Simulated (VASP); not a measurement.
# SiC (P1) in VASP: notebook, part 2 of 2

VASP 6.6.1. Earlier steps stand in the parts before.

## 4. Single point, PBE (equal xy, yz and zx shear strains of -2 %)

Contents of INCAR:

```
SYSTEM = SiC
PREC = Accurate
ENCUT = 520
EDIFF = 1E-7
ISMEAR = -1
SIGMA = 0.08
LREAL = .False.
LASPH = .True.
NELM = 80
ALGO = Normal
ISIF = 2
LWAVE = .False.
LCHARG = .True.
GGA = PE
LELF = .True.
LVHAR = .True.
NBANDS = 16
```

Contents of KPOINTS:

```
Automatic mesh
0
Gamma
  15 15 8
  0 0 0
```

Contents of POSCAR:

```
SiC
1.0
    3.0759982064     -0.0307599821     -0.0307599821
   -1.5646380291      2.6792725798     -0.0112589349
   -0.0504800000     -0.0504800000      5.0480000000
Si C
2 2
Direct
    0.3333333333      0.6666666667      0.0000000000
    0.6666666667      0.3333333333      0.5000000000
    0.3333333333      0.6666666667      0.3850000000
    0.6666666667      0.3333333333      0.8850000000
```

Potentials or basis: VASP PAW PBE potentials, release 64 (Si, C).

Command:

```bash
> cat potpaw_PBE.64/Si/POTCAR potpaw_PBE.64/C/POTCAR > POTCAR
> mpirun -np 1 vasp_std > vasp.out
```

OUTCAR:

```text
SYSTEM = SiC
   PREC = Accurate
   ENCUT = 520
   EDIFF = 1E-7
   ISMEAR = -1
   LREAL = .False.
   LASPH = .True.
   NELM = 80
   ISIF = 2
   GGA = PE

 ion  position               nearest neighbor table
   1  0.333  0.667  0.000-   4 1.84   4 1.88   4 1.89   3 1.94   2 3.04   2 3.06   2 3.08   2 3.11
                             2 3.12   2 3.12
   2  0.667  0.333  0.500-   3 1.86   3 1.87   3 1.88   4 1.94   1 3.04   1 3.06   1 3.08   1 3.11
                             1 3.12   1 3.12
   3  0.333  0.667  0.385-   2 1.86   2 1.87   2 1.88   1 1.94
   4  0.667  0.333  0.885-   1 1.84   1 1.88   1 1.89   2 1.94

  LATTYP: Found a triclinic cell.
 ALAT       =     3.0496875504
 B/A-ratio  =     1.0087281861
 C/A-ratio  =     1.6554170522
 COS(alpha) =     0.0198960208
 COS(beta)  =     0.0274156886
 COS(gamma) =     0.4869832429

  Lattice vectors:

 A1 = (   1.5113601773,   2.6485125977,  -0.0420189170)
 A2 = (   3.0759982064,  -0.0307599821,  -0.0307599821)
 A3 = (   0.0504800000,   0.0504800000,  -5.0480000000)

Analysis of symmetry for initial positions (statically):
=====================================================================
 Subroutine PRICEL returns:
 Original cell was already a primitive cell.

 Routine SETGRP: Setting up the symmetry group for a
 triclinic supercell.

 Subroutine GETGRP returns: Found  1 space group operations
 (whereof  1 operations were pure point group operations)
 out of a pool of  2 trial point group operations.

The static configuration has the point symmetry C_1 .

Analysis of symmetry for dynamics (positions and initial velocities):
=====================================================================
 Subroutine PRICEL returns:
 Original cell was already a primitive cell.

 Routine SETGRP: Setting up the symmetry group for a
 triclinic supercell.

 Subroutine GETGRP returns: Found  1 space group operations
 (whereof  1 operations were pure point group operations)
 out of a pool of  2 trial point group operations.

The dynamic configuration has the point symmetry C_1 .

 Subroutine INISYM returns: Found  1 space group operations
 (whereof  1 operations are pure point group operations),
 and found     1 'primitive' translations

----------------------------------------------------------------------------------------

                                     Primitive cell

  volume of cell :      41.3515

  direct lattice vectors                    reciprocal lattice vectors
     3.075998206 -0.030759982 -0.030759982     0.327059703  0.191017660  0.005180774
    -1.564638029  2.679272580 -0.011258935     0.003792590  0.375466363  0.003792590
    -0.050480000 -0.050480000  5.048000000     0.002001397  0.002001397  0.198138285

  length of vectors
     3.076305791  3.102695680  5.048504775     0.378791019  0.375504670  0.198158500

  position of ions in fractional coordinates (direct lattice)
     0.333333333  0.666666667  0.000000000
     0.666666667  0.333333333  0.500000000
     0.333333333  0.666666667  0.385000000
     0.666666667  0.333333333  0.885000000

  ion indices of the primitive-cell ions
   primitive index   ion index
                 1           1
                 2           2
                 3           3
                 4           4

----------------------------------------------------------------------------------------

 KPOINTS: Automatic mesh

Automatic generation of k-mesh.
 Grid dimensions read from file:
 generate k-points for:   15   15    8

 Generating k-lattice:

  Cartesian coordinates                     Fractional coordinates (reciprocal lattice)
     0.021803980  0.012734511  0.000345385     0.066666667 -0.000000000  0.000000000
     0.000252839  0.025031091  0.000252839    -0.000000000  0.066666667  0.000000000
     0.000250175  0.000250175  0.024767286     0.000000000  0.000000000  0.125000000

  Length of vectors
     0.025252735  0.025033645  0.024769812

  Shift w.r.t. Gamma in fractional coordinates (k-lattice)
     0.000000000  0.000000000  0.000000000

 Subroutine IBZKPT returns following result:
 ===========================================

 Found    901 irreducible k-points:

 Following reciprocal coordinates:
            Coordinates               Weight
  0.000000  0.000000  0.000000      1.000000
  0.066667 -0.000000  0.000000      2.000000
  0.133333 -0.000000  0.000000      2.000000
  0.200000 -0.000000  0.000000      2.000000
  0.266667 -0.000000  0.000000      2.000000
  0.333333 -0.000000  0.000000      2.000000
[... 16 lines left out ...]
 -0.066667  0.066667 -0.000000      2.000000
 -0.000000  0.133333 -0.000000      2.000000
 [... further k-points ...]
   k-points           NKPTS =    901   k-points in BZ     NKDIM =    901   number of bands    NBANDS=     16
   number of dos      NEDOS =    301   number of ions     NIONS =      4
   total plane-waves  NPLWV =  23040
   dimension x,y,z NGX =    24 NGY =   24 NGZ =   40
   dimension x,y,z NGXF=    48 NGYF=   48 NGZF=   80
   ions per type =               2   2
   NGX,Y,Z   is equivalent  to a cutoff of  12.97, 12.86, 13.17 a.u.
   NGXF,Y,Z  is equivalent  to a cutoff of  25.94, 25.72, 26.34 a.u.
 SYSTEM =  SiC
   PREC   = accura    normal or accurate (medium, high low for compatibility)
   ISTART =      0    job   : 0-new  1-cont  2-samecut
   ICHARG =      2    charge: 1-file 2-atom 10-const
   ISPIN  =      1    spin polarized calculation?
   LNONCOLLINEAR =      F non collinear calculations
   LSORBIT =      F    spin-orbit coupling
   LASPH  =      T    aspherical Exc in radial PAW
   ENCUT  =  520.0 eV  38.22 Ry    6.18 a.u.   5.72  5.77  9.39*2*pi/ulx,y,z
   NELM   =     80;   NELMIN=  2; NELMDL= -5     # of ELM steps
   EDIFF  = 0.1E-06   stopping-criterion for ELM
   LREAL  =      F    real-space projection
   EDIFFG = 0.1E-05   stopping-criterion for IOM
   NSW    =      0    number of steps for IOM
   IBRION =     -1    ionic relax: 0-MD 1-quasi-New 2-CG
   NFREE  =      0    steps in history (QN), initial steepest desc. (CG)
   ISIF   =      2    stress and relaxation
   ISYM   =      2    0-nonsym 1-usesym 2-fastsym
   POTIM  = 0.5000    time-step for ionic-motion
   TEBEG  =    0.0;   TEEND  =   0.0 temperature during run
   PSTRESS=    0.0 pullay stress
   NELECT =      16.0000    total number of electrons
   NUPDOWN=      -1.0000    fix difference up-down
   EMIN   =  10.00;   EMAX   =-10.00  energy-range for DOS
   EFERMI =   0.00;   METHOD = LEGACY
   ISMEAR =    -1;   SIGMA  =   0.08  broadening in eV -4-tet -1-fermi 0-gaus
   EFERMI_NEDOS =   21; number of points for ismear=-14 and -15
   IALGO  =     38    algorithm
   IMIX   =      4    mixing-type and parameters
     AMIX     =   0.40;   BMIX     =  1.00
     AMIX_MAG =   1.60;   BMIX_MAG =  1.00
  volume/ion in A,a.u.               =      10.34        69.76
  Fermi-wavevector in a.u.,A,eV,Ry     =   1.192938  2.254326 19.362463  1.423101
  Thomas-Fermi vector in A             =   2.328964
   LORBIT       =      0    0 simple, 1 ext, 2 COOP (PROOUT), +10 PAW based schemes
   GGA     = PE    functional components
   LHFCALC =     F    Hartree Fock is set to
   AEXX    =    0.0000 exact exchange contribution
   IVDW    =     0    specifies the selected vdW correction
   LEPSILON=     F    determine dielectric tensor
   LRPA    =     F    only Hartree local field effects (RPA)
 non-spin polarized calculation
  energy-cutoff  :      520.00
  volume of cell :       41.35
 maximum number of plane-waves:      1131
   NGX = 11   NGY = 11   NGZ = 19

 number of electron      16.0000000 magnetization

 Free energy of the ion-electron system (eV)
  ---------------------------------------------------
  ext. energy  EPLUGINS =         0.00000000
  ---------------------------------------------------
  free energy    TOTEN  =       -30.03681861 eV

  energy without entropy =      -30.03681860  energy(sigma->0) =      -30.03681861

 E-fermi :   9.6056     XC(G=0): -11.3504

 val. band max:        8.4532039970   @ k =   0.0000   0.0000   0.0000
 cond. band min:      10.7433719914   @ k =   0.3333   0.3333   0.0000
 fundamental gap:      2.2901679944
 Fermi energy:         9.6056089094

 k-point     1 :       0.0000    0.0000    0.0000
  band No.  band energies     occupation
      1      -7.3145      2.00000
      2      -3.8091      2.00000
      3      -0.2804      2.00000
      4       6.7863      2.00000
      5       6.9239      2.00000
      6       8.0776      2.00000
[... 433 lines left out ...]
      3       0.0050      2.00000
      4       5.3411      2.00000
      5       6.3738      2.00000
      6       7.0715      2.00000
[... 8 lines left out ...]
     15      17.8216      0.00000
     16      18.1095      0.00000

 [... further k-points ...]
[... 5 lines left out ...]
  --------------------------------------------------------------------------------------
  -------------------------------------------------------------------------------------
  Total        1.3995965      1.4016191      0.1296518      1.2658534      0.8640958      0.8651781
  in kB       54.2278602     54.3062280      5.0234036     49.0459376     33.4796980     33.5216323
  external PRESSURE =      37.8524973 kB  Pullay stress =       0.0000000 kB

 VOLUME and BASIS-vectors are now :
 -----------------------------------------------------------------------------
  energy-cutoff  :      520.00
  volume of cell :       41.35
      direct lattice vectors                 reciprocal lattice vectors
     3.075998206 -0.030759982 -0.030759982     0.327059703  0.191017660  0.005180774
    -1.564638029  2.679272580 -0.011258935     0.003792590  0.375466363  0.003792590
    -0.050480000 -0.050480000  5.048000000     0.002001397  0.002001397  0.198138285

 POSITION                                       TOTAL-FORCE (eV/Angst)
 -----------------------------------------------------------------------------------
     -0.01776      1.77593     -0.01776         0.330754      0.140367      0.769202
      1.50388      0.84734      2.49974        -0.065800      0.123146      0.752956
     -0.03719      1.75649      1.92572         0.107446     -0.123167     -0.751169
      1.48444      0.82791      4.44322        -0.372400     -0.140347     -0.770989
 -----------------------------------------------------------------------------------
    total drift:                               -0.000142     -0.000088      0.000010

  FREE ENERGIE OF THE ION-ELECTRON SYSTEM (eV)
  ---------------------------------------------------
  free  energy   TOTEN  =       -30.0368186108 eV

  energy  without entropy=      -30.0368186016  energy(sigma->0) =      -30.03681861
```

OSZICAR:

```text
N       E                     dE             d eps       ncg     rms          rms(c)
DAV:   1     0.257105055644E+02    0.25711E+02   -0.71249E+03 28848   0.894E+02
DAV:   2    -0.312282853025E+02   -0.56939E+02   -0.51968E+02 41112   0.159E+02
DAV:   3    -0.337691762980E+02   -0.25409E+01   -0.25307E+01 37856   0.306E+01
DAV:   4    -0.337877919455E+02   -0.18616E-01   -0.18612E-01 35640   0.323E+00
DAV:   5    -0.337879742507E+02   -0.18231E-03   -0.18230E-03 37864   0.302E-01    0.125E+01
DAV:   6    -0.301259834342E+02    0.36620E+01   -0.65510E+00 36600   0.157E+01    0.564E+00
DAV:   7    -0.300546777548E+02    0.71306E-01   -0.11211E+00 41896   0.619E+00    0.249E+00
DAV:   8    -0.300380218463E+02    0.16656E-01   -0.47711E-02 32648   0.140E+00    0.629E-01
DAV:   9    -0.300364706966E+02    0.15511E-02   -0.76517E-03 38032   0.593E-01    0.124E-01
DAV:  10    -0.300367883422E+02   -0.31765E-03   -0.10230E-03 34712   0.186E-01    0.581E-02
DAV:  11    -0.300368174135E+02   -0.29071E-04   -0.89198E-05 33704   0.676E-02    0.138E-02
DAV:  12    -0.300368180264E+02   -0.61289E-06   -0.64045E-06 39632   0.164E-02    0.432E-03
DAV:  13    -0.300368186014E+02   -0.57501E-06   -0.73097E-07 35088   0.551E-03    0.266E-03
DAV:  14    -0.300368186108E+02   -0.94124E-08   -0.31233E-08 22024   0.125E-03
   1 F= -.30036819E+02 E0= -.30036819E+02  d E =-.918288E-08
```

stdout:

```text
POSCAR found type information on POSCAR SiC
 POSCAR found :  2 types and       4 ions
 scaLAPACK will be used
 LDA part: xc-table for (Slater+PW92), standard interpolation
 POSCAR, INCAR and KPOINTS ok, starting setup
 FFT: planning ... GRIDC
 FFT: planning ... GRID_SOFT
 FFT: planning ... GRID
 WAVECAR not read
 entering main loop
```

Run time: 15 min. Hardware: 1 thread of Oxide Virtual Turin-like, shared host; peak memory 0.52 GiB.

What came out:

| Item | Value |
| --- | --- |
| Free energy | -30.0368 eV |
| Pressure | 3.8 GPa |
| Largest force | 0.868 eV/Å |
| Band gap on the k mesh | 2.29 eV, indirect (least direct gap 3.99 eV) |

Forces in eV/Å, atoms in the order of the input:
```
Si   0.331  0.140  0.769
Si  -0.066  0.123  0.753
C    0.107 -0.123 -0.751
C   -0.372 -0.140 -0.771
```

Levels at points of the mesh, in eV from the valence-band top:
| k point | band 5 | band 6 | band 7 | band 8 | band 9 | band 10 | band 11 | band 12 |
| --- | --- | --- | --- | --- | --- | --- | --- | --- |
| (0.00, 0.00, 0.00) | -1.53 | -0.38 | -0.29 | 0.00 | 4.55 | 5.96 | 6.33 | 6.65 |
| (0.00, 0.00, 0.50) | -1.14 | -1.07 | -0.95 | -0.87 | 5.61 | 5.65 | 6.89 | 7.04 |

Caveat: the cell differs from its parent crystal (equal xy, yz and zx shear strains of -2 %).

## 5. Overview

```csv
cell,gap on the mesh (eV),pressure (GPa),largest force (eV/Å)
"a = 3.076, b = 3.049, c = 5.049 Å, angles 89.6, 88.8, 119.1°, 4 atoms",2.30,3.8,0.84
"a = 3.076, b = 3.089, c = 5.048 Å, angles 90.2, 90.6, 120.4°, 4 atoms",2.31,3.7,0.78
"a = 3.076, b = 3.103, c = 5.049 Å, angles 90.4, 91.1, 120.9°, 4 atoms",2.29,3.8,0.87
```

Alike in all rows: task single point; level PBE; potentials or basis VASP PAW PBE potentials, release 64 (Si, C); no spin polarisation; k mesh 15 × 15 × 8; cutoff (eV) 520; smearing fermi-dirac 0.08 eV.

Total energies depend on the potentials used, so only differences within one code and one set of settings carry meaning.
